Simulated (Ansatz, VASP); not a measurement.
## One calculation of BN, two programs

INCAR

```
SYSTEM = BN
PREC = Accurate
ENCUT = 520
EDIFF = 1E-7
ISMEAR = 0
SIGMA = 0.05
LREAL = .False.
LASPH = .True.
NELM = 60
ALGO = Normal
ISIF = 2
LWAVE = .False.
LCHARG = .True.
GGA = PS
LELF = .True.
LVHAR = .True.
NBANDS = 26
```

File KPOINTS:

```
regular mesh
0
Gamma
  6 6 10
  0 0 0
```

File POSCAR:

```
BN
1.0
    4.3652000000      0.0000000000      0.0000000000
    0.0000000000      4.3652000000      0.0000000000
    0.0000000000      0.0000000000      2.5380337638
B N
4 4
Direct
    0.1741337327      0.8258662673      0.5000000000
    0.3258662673      0.3258662673      0.0000000000
    0.6741337327      0.6741337327      0.0000000000
    0.8258662673      0.1741337327      0.5000000000
    0.8123909516      0.8123909516      0.5000000000
    0.3123909516      0.6876090484      0.0000000000
    0.6876090484      0.3123909516      0.0000000000
    0.1876090484      0.1876090484      0.5000000000
```

Input for Ansatz:

```yaml
crystal:
  lattice:
    - [4.3652, 0.0, 0.0]
    - [0.0, 4.3652, 0.0]
    - [0.0, 0.0, 2.5380337638]
  atoms:
    - { symbol: B, position: [0.1741337327, 0.8258662673, 0.5] }
    - { symbol: B, position: [0.3258662673, 0.3258662673, 0.0] }
    - { symbol: B, position: [0.6741337327, 0.6741337327, 0.0] }
    - { symbol: B, position: [0.8258662673, 0.1741337327, 0.5] }
    - { symbol: "N", position: [0.8123909516, 0.8123909516, 0.5] }
    - { symbol: "N", position: [0.3123909516, 0.6876090484, 0.0] }
    - { symbol: "N", position: [0.6876090484, 0.3123909516, 0.0] }
    - { symbol: "N", position: [0.1876090484, 0.1876090484, 0.5] }
basis:
  ecutwfc: 520.0
kpoints:
  mp_grid: { grid: [6, 6, 10] }
hamiltonian:
  xc: pbesol
  pseudopotentials: { kind: paw, azcp: { folder: soft_1 } }
scf:
  occupations: { method: gaussian, width: 0.05 }
output:
  forces: true
  stress: true
  eigenvalues: true
```

Alike in both runs: task single point; functional PBEsol; k mesh 6 × 6 × 10; occupations gaussian, width 0.05 eV; no spin polarisation.

|  | VASP | Ansatz |
| --- | --- | --- |
| version | VASP 6.6.1 | Ansatz 0.2.0 |
| potentials or method | VASP PAW PBE potentials, release 64 (B, N), cutoff 520 eV | scalar-relativistic, plane waves, PAW |
| valence electrons in the cell | 32 | 32 |

VASP gave:

- gap on the k mesh at the Fermi level (eV): 4.56
- least direct gap on the mesh (eV): 5.70
- pressure (GPa): 6.2
- traceless stress, the component that is largest in VASP (GPa): -3.86
- rms of the force components (eV/Å): 0.050

Which values does Ansatz return?

gap on the k mesh at the Fermi level (eV): 4.58; least direct gap on the mesh (eV): 5.71; pressure (GPa): 5.4; traceless stress, the component that is largest in VASP (GPa): -3.92; rms of the force components (eV/Å): 0.046.

VASP's potentials were made for PBE, not for PBEsol, and Ansatz warns of the same on its side. Atom by atom the forces differ by 0.004 eV/Å (rms over components).
